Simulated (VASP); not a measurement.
# TiO2 (C2/c) in VASP: further runs, part 2 of 2

VASP 6.6.1.

## 5. Single point, PBE

INCAR reads:

```
PREC = Accurate
ENCUT = 520
EDIFF = 1E-7
ISMEAR = 0
SIGMA = 0.02
LREAL = F
LASPH = T
NELM = 80
ALGO = Normal
ISIF = 2
LWAVE = F
LCHARG = F
GGA = PE
NBANDS = 60
```

KPOINTS reads:

```
regular mesh
0
Gamma
  6 6 6
```

POSCAR reads:

```
TiO2
1.0
    5.3725687869      0.0000000000      0.0000000000
    0.0000000000      5.3725608194      0.0000000000
   -2.5873428540      0.0000000000      4.8495695209
Ti O
4 8
Direct
    0.5000000000      0.3707406808      0.2500000000
    0.5000000000      0.6292593192      0.7500000000
    0.0000000000      0.8707406808      0.2500000000
    0.0000000000      0.1292593192      0.7500000000
    0.2078851972      0.8789362883      0.6627554369
    0.7921148028      0.1210637117      0.3372445631
    0.7921148028      0.8789362883      0.8372445631
    0.2078851972      0.1210637117      0.1627554369
    0.7078851972      0.3789362883      0.6627554369
    0.2921148028      0.6210637117      0.3372445631
    0.2921148028      0.3789362883      0.8372445631
    0.7078851972      0.6210637117      0.1627554369
```

Potentials or basis: VASP PAW PBE potentials, release 64 (Ti_sv, O).

Launch:

```sh
> cat potpaw_PBE.64/Ti_sv/POTCAR potpaw_PBE.64/O/POTCAR > POTCAR
> mpirun -np 1 vasp_std > vasp.out
```

OUTCAR:

```text
PREC = Accurate
   ENCUT = 520
   EDIFF = 1E-7
   ISMEAR = 0
   LREAL = F
   LASPH = T
   NELM = 80
   ISIF = 2
   GGA = PE

 ion  position               nearest neighbor table
   1  0.500  0.371  0.250-   6 1.95   8 1.95  10 1.95  12 1.95  11 2.00   9 2.00
   2  0.500  0.629  0.750-   5 1.95   7 1.95   9 1.95  11 1.95  10 2.00  12 2.00
   3  0.000  0.871  0.250-  10 1.95  12 1.95   6 1.95   8 1.95   7 2.00   5 2.00
   4  0.000  0.129  0.750-   9 1.95  11 1.95   5 1.95   7 1.95   6 2.00   8 2.00
   5  0.208  0.879  0.663-   2 1.95   4 1.95   3 2.00
   6  0.792  0.121  0.337-   1 1.95   3 1.95   4 2.00
[... 1760 lines left out ...]
 VOLUME and BASIS-vectors are now :
 -----------------------------------------------------------------------------
  energy-cutoff  :      520.00
  volume of cell :      139.98
      direct lattice vectors                 reciprocal lattice vectors
     5.372568787  0.000000000  0.000000000     0.186130702  0.000000000  0.099304472
     0.000000000  5.372560819  0.000000000     0.000000000  0.186130978  0.000000000
    -2.587342854  0.000000000  4.849569521     0.000000000  0.000000000  0.206203869

 POSITION                                       TOTAL-FORCE (eV/Angst)
 -----------------------------------------------------------------------------------
      2.03945      1.99183      1.21239         0.000000     -0.001608      0.000000
      0.74578      3.38073      3.63718         0.000000      0.001608     -0.000000
     -0.64684      4.67811      1.21239         0.000000     -0.001608      0.000000
     -1.94051      0.69445      3.63718         0.000000      0.001608      0.000000
     -0.59790      4.72214      3.21408         0.000098      0.001437      0.018183
      3.38312      0.65042      1.63549        -0.000098     -0.001437     -0.018183
      2.08945      4.72214      4.06028        -0.000098      0.001437     -0.018183
      0.69577      0.65042      0.78929         0.000098     -0.001437      0.018183
      2.08839      2.03586      3.21408         0.000098      0.001437      0.018183
      0.69684      3.33670      1.63549        -0.000098     -0.001437     -0.018183
     -0.59683      2.03586      4.06028        -0.000098      0.001437     -0.018183
      3.38206      3.33670      0.78929         0.000098     -0.001437      0.018183
 -----------------------------------------------------------------------------------
    total drift:                               -0.000000      0.000000      0.000000

  FREE ENERGIE OF THE ION-ELECTRON SYSTEM (eV)
  ---------------------------------------------------
  free  energy   TOTEN  =      -107.7210454457 eV

  energy  without entropy=     -107.7210454457  energy(sigma->0) =     -107.72104545
```

stdout:

```text
POSCAR found type information on POSCAR TiO
 POSCAR found :  2 types and      12 ions
 scaLAPACK will be used
 LDA part: xc-table for (Slater+PW92), standard interpolation
 POSCAR, INCAR and KPOINTS ok, starting setup
 FFT: planning ... GRIDC
 FFT: planning ... GRID_SOFT
 FFT: planning ... GRID
 WAVECAR not read
 entering main loop
```

It took 20 min on 1 thread of Oxide Virtual Turin-like, shared host; peak memory 0.53 GiB.

What came out:

| Quantity | Value |
| --- | --- |
| Free energy | -107.7210 eV |
| Pressure | 0.6 GPa |
| Largest force | 0.018 eV/Å |
| Band gap on the k mesh | 2.11 eV |

Forces in eV/Å, atoms in the order of the input:
```
Ti   0.000 -0.002  0.000
Ti   0.000  0.002  0.000
Ti   0.000 -0.002  0.000
Ti   0.000  0.002  0.000
O    0.000  0.001  0.018
O    0.000 -0.001 -0.018
O    0.000  0.001 -0.018
O    0.000 -0.001  0.018
O    0.000  0.001  0.018
O    0.000 -0.001 -0.018
O    0.000  0.001 -0.018
O    0.000 -0.001  0.018
```

A k mesh can miss the band edges.

## 6. Single point, PBE (shear of c along a, cell held: -2.0 %, then relaxed in part)

INCAR reads:

```
ALGO     = Normal         # electronic algorithm
EDIFF    = 1E-7           # SCF threshold, eV
ENCUT    = 520            # plane-wave cutoff, eV
GGA      = PE             # functional
ISIF     = 2              # what is computed and relaxed
ISMEAR   = 0              # smearing method
LASPH    = True           # aspherical terms in the spheres
LCHARG   = False          # write CHGCAR
LREAL    = False          # projectors in reciprocal space
LWAVE    = False          # write WAVECAR
NBANDS   = 60             # bands
NELM     = 80             # most SCF steps
PREC     = Accurate       # precision mode
SIGMA    = 0.02           # smearing width, eV
```

KPOINTS reads:

```
k-points
0
Gamma
  6 6 6
```

POSCAR reads:

```
TiO2
1.0
    5.3725687869      0.0000000000      0.0000000000
    0.0000000000      5.3725608194      0.0000000000
   -2.7813256349      0.0000000000      4.8495695209
Ti O
4 8
Direct
    0.5000000000      0.3790891905      0.2500000000
    0.5000000000      0.6209108095      0.7500000000
    0.0000000000      0.8790891905      0.2500000000
    0.0000000000      0.1209108095      0.7500000000
    0.2049362951      0.8712175020      0.6627726206
    0.7950637049      0.1287824980      0.3372273794
    0.7950637049      0.8712175020      0.8372273794
    0.2049362951      0.1287824980      0.1627726206
    0.7049362951      0.3712175020      0.6627726206
    0.2950637049      0.6287824980      0.3372273794
    0.2950637049      0.3712175020      0.8372273794
    0.7049362951      0.6287824980      0.1627726206
```

Potentials or basis: VASP PAW PBE potentials, release 64 (Ti_sv, O).

Launch:

```sh
> cat potpaw_PBE.64/Ti_sv/POTCAR potpaw_PBE.64/O/POTCAR > POTCAR
> mpirun -np 1 vasp_std > vasp.out
```

Run time: 12 min. Hardware: 1 thread of Oxide Virtual Turin-like, shared host; peak memory 0.53 GiB.

Results (log left out):

```yaml
Free_energy: -107.7217 eV
Pressure: 0.6 GPa
Largest_force: 0.018 eV/Å
Band_gap_on_the_k_mesh: 2.11 eV
```

Forces in eV/Å, atoms in the order of the input:
```
Ti   0.000  0.002  0.000
Ti   0.000 -0.002  0.000
Ti   0.000  0.002  0.000
Ti   0.000 -0.002  0.000
O    0.000 -0.001  0.018
O    0.000  0.001 -0.018
O    0.000 -0.001 -0.018
O    0.000  0.001  0.018
O    0.000 -0.001  0.018
O    0.000  0.001 -0.018
O    0.000 -0.001 -0.018
O    0.000  0.001  0.018
```

Stress tensor (GPa, compression positive):
```
0.58 0.00 0.93
0.00 0.60 0.00
0.93 0.00 0.71
```

Levels at points of the mesh, in eV from the valence-band top:
```
           k point  band 44  band 45  band 46  band 47  band 48  band 49  band 50  band 51  band 52  band 53
(0.00, 0.00, 0.00)    -0.77    -0.42    -0.42    -0.06    -0.05     2.11     2.77     3.17     3.24     3.58
(0.50, 0.00, 0.00)    -0.89    -0.73    -0.73    -0.24    -0.24     2.92     2.92     3.20     3.20     3.26
(0.00, 0.50, 0.00)    -0.96    -0.58    -0.58    -0.20    -0.20     2.87     2.87     3.04     3.04     3.43
(0.50, 0.50, 0.00)    -0.87    -0.85    -0.85    -0.64    -0.64     3.16     3.16     3.46     3.46     3.48
(0.00, 0.00, 0.50)    -1.23    -0.10    -0.10    -0.06    -0.06     2.43     2.43     3.21     3.21     3.67
(0.50, 0.00, 0.50)    -0.87    -0.68    -0.68    -0.22    -0.22     2.85     2.85     3.19     3.19     3.31
(0.00, 0.50, 0.50)    -1.16    -0.39    -0.39    -0.39    -0.39     3.03     3.03     3.03     3.03     3.41
(0.50, 0.50, 0.50)    -0.89    -0.85    -0.85    -0.65    -0.65     3.19     3.19     3.45     3.45     3.50
```

Caveat: the cell differs from its parent crystal (shear of c along a, cell held: -2.0 %, then relaxed in part).

## 7. Summary

```tsv
cell	gap on the mesh (eV)	pressure (GPa)	largest force (eV/Å)
a = 5.373, b = 5.373, c = 5.567 Å, angles 90.0, 119.4, 90.0°, 12 atoms, atomic positions A	2.10	0.7	0.02
a = 5.373, b = 5.373, c = 5.615 Å, angles 90.0, 120.3, 90.0°, 12 atoms, atomic positions B	2.11	0.6	0.02
a = 5.373, b = 5.373, c = 5.543 Å, angles 90.0, 119.0, 90.0°, 12 atoms, atomic positions C	2.10	0.7	0.02
a = 5.373, b = 5.373, c = 5.497 Å, angles 90.0, 118.1, 90.0°, 12 atoms, atomic positions D	2.11	0.6	0.02
a = 5.373, b = 5.373, c = 5.591 Å, angles 90.0, 119.8, 90.0°, 12 atoms, atomic positions E	2.11	0.6	0.02
```

Alike in all rows: task single point; level PBE; potentials or basis VASP PAW PBE potentials, release 64 (Ti_sv, O); no spin polarisation; k mesh 6 × 6 × 6; cutoff (eV) 520; smearing gaussian 0.02 eV.

Absolute energies hang on the potentials; compare differences alone.
